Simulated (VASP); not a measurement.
Wanted: the native input for a VASP 6.6.1 run.

```
Task                   : single point
Functional             : PBEsol
Dispersion             : D3(BJ)
Potentials or basis    : VASP PAW PBE potentials, release 64 (Au)
Cutoff                 : 520 eV
k mesh                 : 11 × 11 × 11
Occupations            : fermi-dirac, width 0.05 eV
Spin                   : no spin polarisation
Dipole correction      : no
Further INCAR settings : ALGO = Fast; EDIFF = 1e-06; NBANDS = 12
```

The structure of Au lies in POSCAR:

```
Au
1.0
   -1.6040230268      1.6040230268      1.6040230268
    1.6040230268     -1.6040230268      1.6040230268
    1.6040230268      1.6040230268     -1.6040230268
Au
1
Direct
    0.0000000000      0.0000000000      0.0000000000
```

One way to write it, as run:

INCAR

```
PREC = Accurate
ENCUT = 520
EDIFF = 1E-6
ISMEAR = -1
SIGMA = 0.05
LREAL = False
LASPH = True
NELM = 60
ALGO = Fast
ISIF = 2
LWAVE = False
LCHARG = False
GGA = PS
IVDW = 12
NBANDS = 12
```

KPOINTS

```
Automatic mesh
0
Gamma
  11 11 11
```

Potentials or basis: VASP PAW PBE potentials, release 64 (Au).

Launch:

```console
$ cat potpaw_PBE.64/Au/POTCAR > POTCAR
$ mpirun -np 1 vasp_std > vasp.out
```

It gave:

```
Pressure                   : -0.2 GPa
Dispersion energy per atom : -0.653 eV
```

Caveat: the PAW data sets were made with another functional, which shifts forces and pressure a little; pairwise dispersion overbinds metals, which lowers pressure and volume.

Run time: 18 s on 1 thread of Intel(R) Xeon(R) Platinum 8375C CPU @ 2.90GHz (Ice Lake), on a shared host, peak memory 0.15 GiB.
